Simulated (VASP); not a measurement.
# SbPt (P6_3/mmc) in VASP: further runs, part 2 of 3

VASP 6.6.1.

## 4. Single point, PBEsol (uniaxial strain along c: +4.5 %)

Input file INCAR:

```
SYSTEM = SbPt
ALGO = Normal
EDIFF = 1E-6
ENCUT = 520
GGA = PS
ISIF = 2
ISMEAR = 0
LASPH = .TRUE.
LCHARG = .FALSE.
LREAL = .FALSE.
LWAVE = .FALSE.
NBANDS = 23
NELM = 60
PREC = Accurate
SIGMA = 0.1
```

Input file KPOINTS:

```
k-points
0
G
  12 12 10
  0 0 0
```

Input file POSCAR:

```
SbPt
1.0
    4.1238625608      0.0000000000      0.0000000000
   -2.0619312804      3.5713697394      0.0000000000
    0.0000000000      0.0000000000      5.7145687275
Sb Pt
2 2
Direct
    0.3333333338      0.6666666662      0.2500000000
    0.6666666662      0.3333333338      0.7500000000
    0.0000000000      0.0000000000      0.0000000000
    0.0000000000      0.0000000000      0.5000000000
```

Potentials or basis: VASP PAW PBE potentials, release 64 (Sb, Pt).

Launch:

```console
$ cat potpaw_PBE.64/Sb/POTCAR potpaw_PBE.64/Pt/POTCAR > POTCAR
$ mpirun -np 1 vasp_std > vasp.out
```

OUTCAR:

```text
SYSTEM = SbPt
   EDIFF = 1E-6
   ENCUT = 520
   GGA = PS
   ISIF = 2
   ISMEAR = 0
   LASPH = .TRUE.
   LREAL = .FALSE.
   NELM = 60
   PREC = Accurate

 ion  position               nearest neighbor table
   1  0.333  0.667  0.250-   3 2.78   4 2.78   3 2.78   4 2.78   3 2.78   4 2.78   2 3.72   2 3.72
                             2 3.72   2 3.72   2 3.72   2 3.72
   2  0.667  0.333  0.750-   3 2.78   4 2.78   3 2.78   4 2.78   3 2.78   4 2.78   1 3.72   1 3.72
                             1 3.72   1 3.72   1 3.72   1 3.72
   3  0.000  0.000  0.000-   2 2.78   1 2.78   2 2.78   1 2.78   1 2.78   2 2.78   4 2.86   4 2.86

   4  0.000  0.000  0.500-   2 2.78   1 2.78   2 2.78   1 2.78   1 2.78   2 2.78   3 2.86   3 2.86

  LATTYP: Found a hexagonal cell.
 ALAT       =     4.1238625608
 C/A-ratio  =     1.3857321002

  Lattice vectors:

 A1 = (   4.1238625608,   0.0000000000,   0.0000000000)
 A2 = (  -2.0619312804,   3.5713697394,   0.0000000000)
 A3 = (   0.0000000000,   0.0000000000,   5.7145687275)

Analysis of symmetry for initial positions (statically):
=====================================================================
 Subroutine PRICEL returns:
 Original cell was already a primitive cell.

 Routine SETGRP: Setting up the symmetry group for a
 hexagonal supercell.

 Subroutine GETGRP returns: Found 24 space group operations
 (whereof 12 operations were pure point group operations)
 out of a pool of 24 trial point group operations.

The static configuration has the point symmetry D_3d.
 The point group associated with its full space group is D_6h.

Analysis of symmetry for dynamics (positions and initial velocities):
=====================================================================
 Subroutine PRICEL returns:
 Original cell was already a primitive cell.

 Routine SETGRP: Setting up the symmetry group for a
 hexagonal supercell.

 Subroutine GETGRP returns: Found 24 space group operations
 (whereof 12 operations were pure point group operations)
 out of a pool of 24 trial point group operations.

The dynamic configuration has the point symmetry D_3d.
 The point group associated with its full space group is D_6h.

 Subroutine INISYM returns: Found 24 space group operations
 (whereof 12 operations are pure point group operations),
 and found     1 'primitive' translations

----------------------------------------------------------------------------------------

                                     Primitive cell

  volume of cell :      84.1632

  direct lattice vectors                    reciprocal lattice vectors
     4.123862561  0.000000000  0.000000000     0.242491108  0.140002306  0.000000000
    -2.061931280  3.571369739  0.000000000     0.000000000  0.280004613  0.000000000
     0.000000000  0.000000000  5.714568727     0.000000000  0.000000000  0.174991333

  length of vectors
     4.123862561  4.123862561  5.714568727     0.280004613  0.280004613  0.174991333

  position of ions in fractional coordinates (direct lattice)
     0.333333334  0.666666666  0.250000000
     0.666666666  0.333333334  0.750000000
     0.000000000  0.000000000  0.000000000
     0.000000000  0.000000000  0.500000000

  ion indices of the primitive-cell ions
   primitive index   ion index
                 1           1
[... 28 lines left out ...]
 Found    114 irreducible k-points:

 Following reciprocal coordinates:
            Coordinates               Weight
  0.000000  0.000000  0.000000      1.000000
  0.083333 -0.000000  0.000000      6.000000
  0.166667  0.000000  0.000000      6.000000
  0.250000  0.000000  0.000000      6.000000
  0.333333  0.000000  0.000000      6.000000
  0.416667  0.000000  0.000000      6.000000
[... 16 lines left out ...]
  0.250000  0.000000  0.100000     12.000000
  0.333333  0.000000  0.100000     12.000000
 [... further k-points ...]
   k-points           NKPTS =    114   k-points in BZ     NKDIM =    114   number of bands    NBANDS=     23
   number of dos      NEDOS =    301   number of ions     NIONS =      4
   total plane-waves  NPLWV =  49152
   dimension x,y,z NGX =    32 NGY =   32 NGZ =   48
   dimension x,y,z NGXF=    64 NGYF=   64 NGZF=   96
   ions per type =               2   2
   NGX,Y,Z   is equivalent  to a cutoff of  12.90, 12.90, 13.96 a.u.
   NGXF,Y,Z  is equivalent  to a cutoff of  25.80, 25.80, 27.93 a.u.
 SYSTEM =  SbPt
   PREC   = accura    normal or accurate (medium, high low for compatibility)
   ISTART =      0    job   : 0-new  1-cont  2-samecut
   ICHARG =      2    charge: 1-file 2-atom 10-const
   ISPIN  =      1    spin polarized calculation?
   LNONCOLLINEAR =      F non collinear calculations
   LSORBIT =      F    spin-orbit coupling
   LASPH  =      T    aspherical Exc in radial PAW
   ENCUT  =  520.0 eV  38.22 Ry    6.18 a.u.   7.67  7.67 10.63*2*pi/ulx,y,z
   NELM   =     60;   NELMIN=  2; NELMDL= -5     # of ELM steps
   EDIFF  = 0.1E-05   stopping-criterion for ELM
   LREAL  =      F    real-space projection
   EDIFFG = 0.1E-04   stopping-criterion for IOM
   NSW    =      0    number of steps for IOM
   IBRION =     -1    ionic relax: 0-MD 1-quasi-New 2-CG
   NFREE  =      0    steps in history (QN), initial steepest desc. (CG)
   ISIF   =      2    stress and relaxation
   ISYM   =      2    0-nonsym 1-usesym 2-fastsym
   POTIM  = 0.5000    time-step for ionic-motion
   TEBEG  =    0.0;   TEEND  =   0.0 temperature during run
   PSTRESS=    0.0 pullay stress
   NELECT =      30.0000    total number of electrons
   NUPDOWN=      -1.0000    fix difference up-down
   EMIN   =  10.00;   EMAX   =-10.00  energy-range for DOS
   EFERMI =   0.00;   METHOD = LEGACY
   ISMEAR =     0;   SIGMA  =   0.10  broadening in eV -4-tet -1-fermi 0-gaus
   EFERMI_NEDOS =   21; number of points for ismear=-14 and -15
   IALGO  =     38    algorithm
   IMIX   =      4    mixing-type and parameters
     AMIX     =   0.40;   BMIX     =  1.00
     AMIX_MAG =   1.60;   BMIX_MAG =  1.00
  volume/ion in A,a.u.               =      21.04       141.99
  Fermi-wavevector in a.u.,A,eV,Ry     =   1.160756  2.193512 18.331884  1.347355
  Thomas-Fermi vector in A             =   2.297336
   LORBIT       =      0    0 simple, 1 ext, 2 COOP (PROOUT), +10 PAW based schemes
   GGA     = PS    functional components
   LHFCALC =     F    Hartree Fock is set to
   AEXX    =    0.0000 exact exchange contribution
   IVDW    =     0    specifies the selected vdW correction
   LEPSILON=     F    determine dielectric tensor
   LRPA    =     F    only Hartree local field effects (RPA)
 non-spin polarized calculation
 Gauss-broadening in eV      SIGMA  =   0.10
  energy-cutoff  :      520.00
  volume of cell :       84.16
 maximum number of plane-waves:      2314
 NGX is ok and might be reduce to    32
   NGX = 15   NGY = 15   NGZ = 21

 number of electron      29.9999999 magnetization

 Free energy of the ion-electron system (eV)
  ---------------------------------------------------
  ext. energy  EPLUGINS =         0.00000000
  ---------------------------------------------------
  free energy    TOTEN  =       -24.67001448 eV

  energy without entropy =      -24.65950483  energy(sigma->0) =      -24.66475966

 E-fermi :   9.4178     XC(G=0): -11.4033

 val. band max:        9.4102920252   @ k =   0.1667   0.0833   0.2000
 cond. band min:       9.4179554973   @ k =   0.0833  -0.0000   0.3000
 fundamental gap:      0.0076634722
 Fermi energy:         9.4177540258

 k-point     1 :       0.0000    0.0000    0.0000
  band No.  band energies     occupation
      1      -3.2024      2.00000
      2       0.2838      2.00000
      3       2.5216      2.00000
      4       3.7917      2.00000
      5       3.7917      2.00000
      6       4.0442      2.00000
[... 613 lines left out ...]
     22      15.3538      0.00000
     23      17.2005      0.00000

 [... further k-points ...]

------------------------ aborting loop because EDIFF is reached ----------------------------------------

  FORCE on cell =-STRESS in cart. coord.  units (eV):
  Direction    XX          YY          ZZ          XY          YZ          ZX
  --------------------------------------------------------------------------------------
  -------------------------------------------------------------------------------------
  Total       -0.8920645     -0.8920645     -3.5324608      0.0000000      0.0000000     -0.0000000
  in kB      -16.9818252    -16.9818252    -67.2458487      0.0000000      0.0000000     -0.0000000
  external PRESSURE =     -33.7364997 kB  Pullay stress =       0.0000000 kB

 VOLUME and BASIS-vectors are now :
 -----------------------------------------------------------------------------
  energy-cutoff  :      520.00
  volume of cell :       84.16
      direct lattice vectors                 reciprocal lattice vectors
     4.123862561  0.000000000  0.000000000     0.242491108  0.140002306  0.000000000
    -2.061931280  3.571369739  0.000000000     0.000000000  0.280004613  0.000000000
     0.000000000  0.000000000  5.714568727     0.000000000  0.000000000  0.174991333

 POSITION                                       TOTAL-FORCE (eV/Angst)
 -----------------------------------------------------------------------------------
      0.00000      2.38091      1.42864         0.000000     -0.000000      0.000000
      2.06193      1.19046      4.28593        -0.000000      0.000000      0.000000
      0.00000      0.00000      0.00000         0.000000      0.000000      0.000000
      0.00000      0.00000      2.85728         0.000000      0.000000      0.000000
 -----------------------------------------------------------------------------------
    total drift:                               -0.000000      0.000000      0.000000

  FREE ENERGIE OF THE ION-ELECTRON SYSTEM (eV)
  ---------------------------------------------------
  free  energy   TOTEN  =       -24.6700144815 eV

  energy  without entropy=      -24.6595048296  energy(sigma->0) =      -24.66475966
```

stdout:

```text
POSCAR found type information on POSCAR SbPt
 POSCAR found :  2 types and       4 ions
 scaLAPACK will be used
 -----------------------------------------------------------------------------
|                                                                             |
|                                                                             |
|     You enforced a specific xc type in the INCAR file but a different       |
|     I HOPE YOU KNOW WHAT YOU ARE DOING!                                     |
|                                                                             |
 -----------------------------------------------------------------------------

 LDA part: xc-table for (Slater+PW92), standard interpolation
 POSCAR, INCAR and KPOINTS ok, starting setup
 FFT: planning ... GRIDC
 FFT: planning ... GRID_SOFT
 FFT: planning ... GRID
 WAVECAR not read
 entering main loop
```

Wall time 68 s (1 thread of Intel Xeon 6975P-C (Granite Rapids), shared host); peak memory 0.36 GiB.

What came out:

```yaml
Free_energy: -24.6700 eV
Pressure: -3.4 GPa
Band_gap_on_the_k_mesh: zero (bands 15 and 16 overlap by 3.99 eV)
```

Stress tensor (GPa, compression positive):
```
-1.70  0.00  0.00
 0.00 -1.70  0.00
 0.00  0.00 -6.72
```

Levels at points of the mesh, in eV from the Fermi level:
```tsv
k point	band 12	band 13	band 14	band 15	band 16	band 17	band 18	band 19
(0.00, 0.00, 0.00)	-2.26	0.10	0.10	0.29	2.11	2.67	3.61	3.66
(0.50, 0.00, 0.00)	-2.61	-2.61	-2.41	-2.23	-0.55	1.40	4.18	4.22
(0.00, 0.00, 0.50)	-3.44	-1.30	-1.30	2.34	2.34	2.34	2.34	5.13
(0.50, 0.00, 0.50)	-3.01	-2.90	-2.90	0.45	0.45	1.73	1.73	3.52
```

Caveat: the cell differs from its parent crystal (uniaxial strain along c: +4.5 %); the stress differs along the axes, from -7 to -2 GPa; the PAW data sets were made with another functional, which shifts forces and pressure a little; spin-orbit coupling is left out, which moves the levels of the heavy elements.

[end of part 2 of 3]

The gap in the log of VASP goes by the Fermi energy; the results here count the filled bands.